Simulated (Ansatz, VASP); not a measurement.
# HfO2 in VASP and in Ansatz

```
CELL_PARAMETERS angstrom
5.08911 0.00000 0.00000
0.00000 4.87946 0.00000
0.00000 0.00000 5.16152
ATOMIC_POSITIONS crystal
Hf 0.03385 0.27000 0.24336
Hf 0.46615 0.27000 0.74336
Hf 0.53385 0.73000 0.24336
Hf 0.96615 0.73000 0.74336
O 0.37246 0.07703 0.37607
O 0.12754 0.07703 0.87607
O 0.74049 0.45294 0.49357
O 0.75951 0.45294 0.99357
O 0.25951 0.54706 0.99357
O 0.24049 0.54706 0.49357
O 0.87246 0.92297 0.37607
O 0.62754 0.92297 0.87607
```

Change from the starting cell: epitaxial_xy strain -3.0%.

Alike in both runs: task single point; functional r2SCAN; k mesh 6 × 6 × 6; no spin polarisation.

```csv
,VASP,Ansatz
version,VASP 6.6.1,Ansatz 0.2.0
potentials or method,"VASP PAW PBE potentials, release 64 (Hf_pv, O)","plane waves, PAW"
plane-wave cutoff (eV),520,500
occupations,"gaussian, width 0.01 eV",fixed
valence electrons in the cell,88,152
```

|  | VASP | Ansatz | Ansatz less VASP |
| --- | --- | --- | --- |
| gap on the k mesh at the Fermi level (eV) | 4.91 | 4.91 | +0.007 |
| pressure (GPa) | 7.0 | 10.8 | +3.80 |
| traceless stress, the component that is largest in VASP (GPa) | -10.84 | -10.79 | +0.049 |
| rms of the force components (eV/Å) | 0.029 | 0.000 | -0.0289 |

VASP's potentials were made for PBE, not for r2SCAN. Atom by atom the forces differ by 0.029 eV/Å (rms over components). VASP's potentials hold 88 valence electrons a cell and Ansatz's 152, so a difference there can come from the potentials and not from the codes.

Neither program's run includes spin-orbit coupling.
